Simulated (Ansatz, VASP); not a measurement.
## Rb3Sr in VASP and in Ansatz

```xyz
8
Lattice="8.9678 0.0000 0.0000 -4.4839 7.7664 0.0000 0.0000 0.0000 7.1981" Properties=species:S:1:pos:R:3 pbc="T T T"
Rb    4.4839    5.1724    1.7995
Rb   -2.2375    6.4694    5.3985
Rb    2.2464    1.2970    1.7995
Rb    0.0000    2.5940    5.3985
Rb    6.7214    1.2970    1.7995
Rb    2.2375    6.4694    5.3985
Sr    0.0000    5.1776    1.7995
Sr    4.4839    2.5888    5.3985
```

Alike in both runs: task single point; functional PBE; k mesh 3 × 3 × 4; occupations gaussian, width 0.1 eV; no spin polarisation.

|  | VASP | Ansatz |
| --- | --- | --- |
| version | VASP 6.6.1 | Ansatz 0.2.0 |
| potentials or method | VASP PAW PBE potentials, release 64 (Rb_sv, Sr_sv), cutoff 520 eV | scalar-relativistic, plane waves, PAW |
| valence electrons in the cell | 74 | 74 |

|  | VASP | Ansatz | Ansatz less VASP |
| --- | --- | --- | --- |
| gap on the k mesh at the Fermi level (eV) | none | none | - |
| pressure (GPa) | 1.5 | 1.5 | 0.00 |
| rms of the force components (eV/Å) | 0.017 | 0.017 | +0.0002 |

Atom by atom the forces differ by 0.000 eV/Å (rms over components). A gap of «none» marks a metal or a gap that the smearing closes. The functional is the same, so the differences come from potentials, cutoffs and numerics.
